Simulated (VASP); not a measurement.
# Zn (Im-3m) in VASP: a series of runs

The runs below take Zn through single point, with PBEsol, PBEsol+D3(BJ), LDA, r2SCAN.

All numbers are computed with VASP 6.6.1; they aren't measurements. Logs are shortened: lines on timing, memory, paths and dates and some standing lists are left out, and cuts for length are marked.

### Step 1. The cell of the first run

Symmetry: Im-3m, No. 229, cubic system. Conventional cell: a = 3.138 Å, b = 3.138 Å, c = 3.138 Å, α = 90.00°, β = 90.00°, γ = 90.00°. Within 3.6 Å of Zn (site symmetry m-3m) lie 14 Zn at 2.72 to 3.14 Å.

### Step 2. Single point, PBEsol

Contents of INCAR:

```
  PREC = Accurate
  ENCUT = 520
  EDIFF = 1E-7
  ISMEAR = 0
  SIGMA = 0.05
  LREAL = F
  LASPH = T
  NELM = 100
  ALGO = Fast
  ISIF = 2
  LWAVE = F
  LCHARG = F
  GGA = PS
  NBANDS = 12
```

Contents of KPOINTS:

```
Automatic mesh
0
Gamma
  12 12 12
```

Contents of POSCAR:

```
Zn
1.0
   -1.5690370000      1.5690370000      1.5690370000
    1.5690370000     -1.5690370000      1.5690370000
    1.5690370000      1.5690370000     -1.5690370000
Zn
1
Direct
    0.0000000000      0.0000000000      0.0000000000
```

Potentials or basis: VASP PAW PBE potentials, release 64 (Zn).

Started as:

```console
cat potpaw_PBE.64/Zn/POTCAR > POTCAR
mpirun -np 1 vasp_std > vasp.out
```

OUTCAR:

```text
PREC = Accurate
   ENCUT = 520
   EDIFF = 1E-7
   ISMEAR = 0
   LREAL = F
   LASPH = T
   NELM = 100
   ISIF = 2
   GGA = PS

 ion  position               nearest neighbor table
   1  0.000  0.000  0.000-

  LATTYP: Found a body centered cubic cell.
 ALAT       =     3.1380740000

  Lattice vectors:

 A1 = (  -1.5690370000,   1.5690370000,   1.5690370000)
 A2 = (   1.5690370000,  -1.5690370000,   1.5690370000)
 A3 = (   1.5690370000,   1.5690370000,  -1.5690370000)

Analysis of symmetry for initial positions (statically):
=====================================================================
 Subroutine PRICEL returns:
 Original cell was already a primitive cell.

 Routine SETGRP: Setting up the symmetry group for a
 body centered cubic supercell.

 Subroutine GETGRP returns: Found 48 space group operations
 (whereof 48 operations were pure point group operations)
 out of a pool of 48 trial point group operations.

The static configuration has the point symmetry O_h .

Analysis of symmetry for dynamics (positions and initial velocities):
=====================================================================
 Subroutine PRICEL returns:
 Original cell was already a primitive cell.

 Routine SETGRP: Setting up the symmetry group for a
 body centered cubic supercell.

 Subroutine GETGRP returns: Found 48 space group operations
 (whereof 48 operations were pure point group operations)
 out of a pool of 48 trial point group operations.

The dynamic configuration has the point symmetry O_h .

 Subroutine INISYM returns: Found 48 space group operations
 (whereof 48 operations are pure point group operations),
 and found     1 'primitive' translations

----------------------------------------------------------------------------------------

                                     Primitive cell

  volume of cell :      15.4511

  direct lattice vectors                    reciprocal lattice vectors
    -1.569037000  1.569037000  1.569037000     0.000000000  0.318666800  0.318666800
     1.569037000 -1.569037000  1.569037000     0.318666800  0.000000000  0.318666800
     1.569037000  1.569037000 -1.569037000     0.318666800  0.318666800  0.000000000

  length of vectors
     2.717651803  2.717651803  2.717651803     0.450662911  0.450662911  0.450662911

  position of ions in fractional coordinates (direct lattice)
     0.000000000  0.000000000  0.000000000

  ion indices of the primitive-cell ions
   primitive index   ion index
                 1           1

----------------------------------------------------------------------------------------

 KPOINTS: Automatic mesh

Automatic generation of k-mesh.
 Grid dimensions read from file:
 generate k-points for:   12   12   12

 Generating k-lattice:

  Cartesian coordinates                     Fractional coordinates (reciprocal lattice)
     0.000000000  0.026555567  0.026555567     0.083333333  0.000000000  0.000000000
     0.026555567  0.000000000  0.026555567     0.000000000  0.083333333  0.000000000
     0.026555567  0.026555567  0.000000000     0.000000000  0.000000000  0.083333333

  Length of vectors
     0.037555243  0.037555243  0.037555243

  Shift w.r.t. Gamma in fractional coordinates (k-lattice)
     0.000000000  0.000000000  0.000000000

 Subroutine IBZKPT returns following result:
 ===========================================

 Found     72 irreducible k-points:

 Following reciprocal coordinates:
            Coordinates               Weight
  0.000000  0.000000  0.000000      1.000000
  0.083333  0.000000  0.000000     12.000000
  0.166667  0.000000  0.000000     12.000000
  0.250000  0.000000  0.000000     12.000000
  0.333333  0.000000  0.000000     12.000000
  0.416667  0.000000  0.000000     12.000000
[... 16 lines left out ...]
  0.333333  0.083333  0.083333     24.000000
  0.416667  0.083333  0.083333     12.000000
 [... further k-points ...]
   k-points           NKPTS =     72   k-points in BZ     NKDIM =     72   number of bands    NBANDS=     12
   number of dos      NEDOS =    301   number of ions     NIONS =      1
   total plane-waves  NPLWV =   8000
   dimension x,y,z NGX =    20 NGY =   20 NGZ =   20
   dimension x,y,z NGXF=    40 NGYF=   40 NGZF=   40
   ions per type =               1
   NGX,Y,Z   is equivalent  to a cutoff of  12.23, 12.23, 12.23 a.u.
   NGXF,Y,Z  is equivalent  to a cutoff of  24.47, 24.47, 24.47 a.u.
 SYSTEM =  unknown system
   PREC   = accura    normal or accurate (medium, high low for compatibility)
   ISTART =      0    job   : 0-new  1-cont  2-samecut
   ICHARG =      2    charge: 1-file 2-atom 10-const
   ISPIN  =      1    spin polarized calculation?
   LNONCOLLINEAR =      F non collinear calculations
   LSORBIT =      F    spin-orbit coupling
   LASPH  =      T    aspherical Exc in radial PAW
   ENCUT  =  520.0 eV  38.22 Ry    6.18 a.u.   5.05  5.05  5.05*2*pi/ulx,y,z
   NELM   =    100;   NELMIN=  2; NELMDL= -5     # of ELM steps
   EDIFF  = 0.1E-06   stopping-criterion for ELM
   LREAL  =      F    real-space projection
   EDIFFG = 0.1E-05   stopping-criterion for IOM
   NSW    =      0    number of steps for IOM
   IBRION =     -1    ionic relax: 0-MD 1-quasi-New 2-CG
   NFREE  =      0    steps in history (QN), initial steepest desc. (CG)
   ISIF   =      2    stress and relaxation
   ISYM   =      2    0-nonsym 1-usesym 2-fastsym
   POTIM  = 0.5000    time-step for ionic-motion
   TEBEG  =    0.0;   TEEND  =   0.0 temperature during run
   PSTRESS=    0.0 pullay stress
   NELECT =      12.0000    total number of electrons
   NUPDOWN=      -1.0000    fix difference up-down
   EMIN   =  10.00;   EMAX   =-10.00  energy-range for DOS
   EFERMI =   0.00;   METHOD = LEGACY
   ISMEAR =     0;   SIGMA  =   0.05  broadening in eV -4-tet -1-fermi 0-gaus
   EFERMI_NEDOS =   21; number of points for ismear=-14 and -15
   IALGO  =     68    algorithm
   IMIX   =      4    mixing-type and parameters
     AMIX     =   0.40;   BMIX     =  1.00
     AMIX_MAG =   1.60;   BMIX_MAG =  1.00
  volume/ion in A,a.u.               =      15.45       104.27
  Fermi-wavevector in a.u.,A,eV,Ry     =   1.504811  2.843681 30.809811  2.264457
  Thomas-Fermi vector in A             =   2.615742
   LORBIT       =      0    0 simple, 1 ext, 2 COOP (PROOUT), +10 PAW based schemes
   GGA     = PS    functional components
   LHFCALC =     F    Hartree Fock is set to
   AEXX    =    0.0000 exact exchange contribution
   IVDW    =     0    specifies the selected vdW correction
   LEPSILON=     F    determine dielectric tensor
   LRPA    =     F    only Hartree local field effects (RPA)
 non-spin polarized calculation
 RMM-DIIS sequential band-by-band and
 Gauss-broadening in eV      SIGMA  =   0.05
  energy-cutoff  :      520.00
  volume of cell :       15.45
 maximum number of plane-waves:       430
   NGX = 11   NGY = 11   NGZ = 11

 number of electron      12.0000023 magnetization

 Free energy of the ion-electron system (eV)
  ---------------------------------------------------
  ext. energy  EPLUGINS =         0.00000000
  ---------------------------------------------------
  free energy    TOTEN  =        -1.46784654 eV

  energy without entropy =       -1.46702453  energy(sigma->0) =       -1.46743554

 E-fermi :   2.8603     XC(G=0): -11.6301

 val. band max:        2.8456972171   @ k =   0.4167   0.0833   0.0000
 cond. band min:       2.9449997252   @ k =   0.3333   0.2500   0.0833
 fundamental gap:      0.0993025081
 Fermi energy:         2.8602876665

 k-point     1 :       0.0000    0.0000    0.0000
  band No.  band energies     occupation
      1      -7.4350      2.00000
      2      -4.8054      2.00000
      3      -4.8054      2.00000
      4      -4.8054      2.00000
      5      -4.3034      2.00000
      6      -4.3034      2.00000
      7      21.8449      0.00000
      8      21.8449      0.00000
      9      21.8450      0.00000
     10      23.6376      0.00000
     11      23.6376      0.00000
     12      23.6376      0.00000

 k-point     2 :       0.0833    0.0000    0.0000
  band No.  band energies     occupation
      1      -7.2165      2.00000
      2      -4.8257      2.00000
      3      -4.8004      2.00000
      4      -4.7542      2.00000
      5      -4.3222      2.00000
      6      -4.3022      2.00000
      7      19.1038      0.00000
      8      20.4399      0.00000
      9      20.9295      0.00000
     10      22.2824      0.00000
     11      22.2827      0.00000
     12      23.3821      0.00000

 k-point     3 :       0.1667    0.0000    0.0000
  band No.  band energies     occupation
      1      -6.5889      2.00000
      2      -4.8812      2.00000
      3      -4.7723      2.00000
      4      -4.6113      2.00000
      5      -4.3582      2.00000
      6      -4.2981      2.00000
      7      14.9137      0.00000
      8      18.4123      0.00000
      9      19.1987      0.00000
     10      20.7744      0.00000
     11      21.3258      0.00000
     12      23.9770      0.00000

 k-point     4 :       0.2500    0.0000    0.0000
  band No.  band energies     occupation
      1      -5.7663      2.00000
      2      -4.9566      2.00000
      3      -4.5318      2.00000
      4      -4.4084      2.00000
      5      -4.3723      2.00000
      6      -4.2911      2.00000
      7      10.9380      0.00000
      8      16.6478      0.00000
      9      17.6612      0.00000
     10      19.6128      0.00000
     11      20.5501      0.00000
     12      25.1608      0.00000

 k-point     5 :       0.3333    0.0000    0.0000
  band No.  band energies     occupation
      1      -5.4356      2.00000
      2      -5.0316      2.00000
      3      -4.3613      2.00000
      4      -4.2822      2.00000
      5      -4.1957      2.00000
      6      -3.3827      2.00000
      7       7.3078      0.00000
      8      15.2981      0.00000
      9      16.5102      0.00000
     10      18.8012      0.00000
     11      20.0104      0.00000
     12      26.8068      0.00000

 k-point     6 :       0.4167    0.0000    0.0000
  band No.  band energies     occupation
      1      -5.4342      2.00000
      2      -5.0862      2.00000
      3      -4.3400      2.00000
      4      -4.2746      2.00000
      5      -4.0331      2.00000
      6      -1.4897      2.00000
      7       4.0911      0.00000
      8      14.4477      0.00000
      9      15.8020      0.00000
     10      18.3233      0.00000
     11      19.7012      0.00000
     12      28.8260      0.00000

 k-point     7 :       0.5000    0.0000    0.0000
  band No.  band energies     occupation
      1      -5.4511      2.00000
      2      -5.1061      2.00000
      3      -4.3306      2.00000
      4      -4.2715      2.00000
      5      -3.9719      2.00000
      6       0.2579      2.00000
      7       1.9145      2.00000
      8      14.1566      0.00000
      9      15.5631      0.00000
     10      18.1657      0.00000
     11      19.6014      0.00000
     12      30.5633      0.00000

 k-point     8 :       0.0833    0.0833    0.0000
  band No.  band energies     occupation
      1      -6.7914      2.00000
      2      -4.8453      2.00000
      3      -4.8206      2.00000
      4      -4.6412      2.00000
      5      -4.3542      2.00000
      6      -4.2945      2.00000
      7      16.9813      0.00000
      8      17.2412      0.00000
      9      19.2280      0.00000
     10      22.1631      0.00000
     11      22.4098      0.00000
     12      23.8087      0.00000
[... 166 lines left out ...]
 k-point    20 :       0.0833    0.0833    0.0833
  band No.  band energies     occupation
      1      -6.1986      2.00000
      2      -4.8862      2.00000
      3      -4.8862      2.00000
      4      -4.4047      2.00000
      5      -4.3288      2.00000
      6      -4.3288      2.00000
      7      14.9183      0.00000
      8      15.4461      0.00000
      9      15.4461      0.00000
     10      24.1654      0.00000
     11      24.1654      0.00000
     12      24.9067      0.00000

 k-point    21 :       0.1667    0.0833    0.0833
  band No.  band energies     occupation
      1      -5.4590      2.00000
      2      -4.9651      2.00000
      3      -4.8547      2.00000
      4      -4.3473      2.00000
      5      -4.3036      2.00000
      6      -3.9193      2.00000
      7      11.2981      0.00000
      8      13.5687      0.00000
      9      14.0122      0.00000
     10      23.9815      0.00000
     11      24.1729      0.00000
     12      25.6717      0.00000

 k-point    22 :       0.2500    0.0833    0.0833
  band No.  band energies     occupation
      1      -5.2521      2.00000
      2      -5.0361      2.00000
      3      -4.5309      2.00000
      4      -4.3390      2.00000
      5      -4.2847      2.00000
      6      -2.7703      2.00000
      7       7.7007      0.00000
      8      12.3869      0.00000
      9      12.9717      0.00000
     10      23.0939      0.00000
     11      23.6376      0.00000
     12      27.3074      0.00000

 k-point    23 :       0.3333    0.0833    0.0833
  band No.  band energies     occupation
      1      -5.2946      2.00000
      2      -5.0846      2.00000
      3      -4.3230      2.00000
      4      -4.2843      2.00000
      5      -4.2733      2.00000
      6      -0.9154      2.00000
      7       4.4890      0.00000
      8      11.6555      0.00000
      9      12.3403      0.00000
     10      22.5347      0.00000
     11      23.2624      0.00000
     12      29.3335      0.00000

 k-point    24 :       0.4167    0.0833    0.0833
  band No.  band energies     occupation
      1      -5.3198      2.00000
      2      -5.1018      2.00000
      3      -4.3140      2.00000
      4      -4.2695      2.00000
      5      -4.2059      2.00000
      6       0.9413      2.00000
      7       2.1944      2.00000
      8      11.4065      0.00000
      9      12.1285      0.00000
     10      22.3470      0.00000
     11      23.1337      0.00000
     12      31.0411      0.00000

 [... further k-points ...]
[... 5 lines left out ...]
  --------------------------------------------------------------------------------------
  -------------------------------------------------------------------------------------
  Total       -0.4583870     -0.4583870     -0.4583870      0.0000000      0.0000000      0.0000000
  in kB      -47.5316967    -47.5316967    -47.5316967      0.0000000      0.0000000      0.0000000
  external PRESSURE =     -47.5316967 kB  Pullay stress =       0.0000000 kB

 VOLUME and BASIS-vectors are now :
 -----------------------------------------------------------------------------
  energy-cutoff  :      520.00
  volume of cell :       15.45
      direct lattice vectors                 reciprocal lattice vectors
    -1.569037000  1.569037000  1.569037000     0.000000000  0.318666800  0.318666800
     1.569037000 -1.569037000  1.569037000     0.318666800  0.000000000  0.318666800
     1.569037000  1.569037000 -1.569037000     0.318666800  0.318666800  0.000000000

 POSITION                                       TOTAL-FORCE (eV/Angst)
 -----------------------------------------------------------------------------------
      0.00000      0.00000      0.00000        -0.000000      0.000000      0.000000
 -----------------------------------------------------------------------------------
    total drift:                                0.000000     -0.000000      0.000000

  FREE ENERGIE OF THE ION-ELECTRON SYSTEM (eV)
  ---------------------------------------------------
  free  energy   TOTEN  =        -1.4678465393 eV

  energy  without entropy=       -1.4670245310  energy(sigma->0) =       -1.46743554
```

It took 9 s on 1 thread of AMD EPYC 7R43 (Zen 3), shared host; peak memory 0.09 GiB.

What came out:

```yaml
Free_energy: -1.4678 eV
Pressure: -4.8 GPa
Band_gap_on_the_k_mesh: zero (band 6 reaches 7.08 eV, above the bottom of band 7 at 1.91 eV)
```

Caveat: the PAW data sets were made with another functional, which shifts forces and pressure a little.

(Continued in part 2 of 2.)
